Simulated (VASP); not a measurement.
Input of a VASP 6.6.1 run:

INCAR

```
SYSTEM = CaF2
PREC     = Accurate       ! precision mode
ENCUT    = 520            ! plane-wave cutoff, eV
EDIFF    = 1E-8           ! SCF threshold, eV
ISMEAR   = -1             ! smearing method
SIGMA    = 0.03           ! smearing width, eV
LREAL    = .False.        ! projectors in reciprocal space
LASPH    = .True.         ! aspherical terms in the spheres
NELM     = 120            ! most SCF steps
ALGO     = Normal         ! electronic algorithm
ISIF     = 2              ! what is computed and relaxed
LWAVE    = .False.        ! write WAVECAR
LCHARG   = .False.        ! write CHGCAR
GGA      = CA             ! functional
LEFG     = .True.       
NBANDS   = 19             ! bands
GGA_COMPAT= .False.
```

Contents of KPOINTS:

```
regular mesh
0
Gamma
  10 10 10
  0 0 0
```

The input POSCAR:

```
CaF2
1.0
    0.0000000000      2.7221153164      2.7221153164
    2.7221153164      0.0000000000      2.7221153164
    2.7221153164      2.7221153164      0.0000000000
Ca F
1 2
Direct
    0.0000000000      0.0000000000      0.0000000000
    0.2500000000      0.2500000000      0.2500000000
    0.7500000000      0.7500000000      0.7500000000
```

Potentials or basis: VASP PAW LDA potentials, release 64 (Ca_sv, F).

Launch:

```bash
$ cat potpaw_LDA.64/Ca_sv/POTCAR potpaw_LDA.64/F/POTCAR > POTCAR
$ mpirun -np 1 vasp_std > vasp.out
```

(1) Estimate the band gap on the k mesh.

(2) What does it give for the pressure?

Answers

(1) 6.96 eV (least direct gap 7.22 eV).

(2) -5.3 GPa.

Caveat: the cell stands under tension.
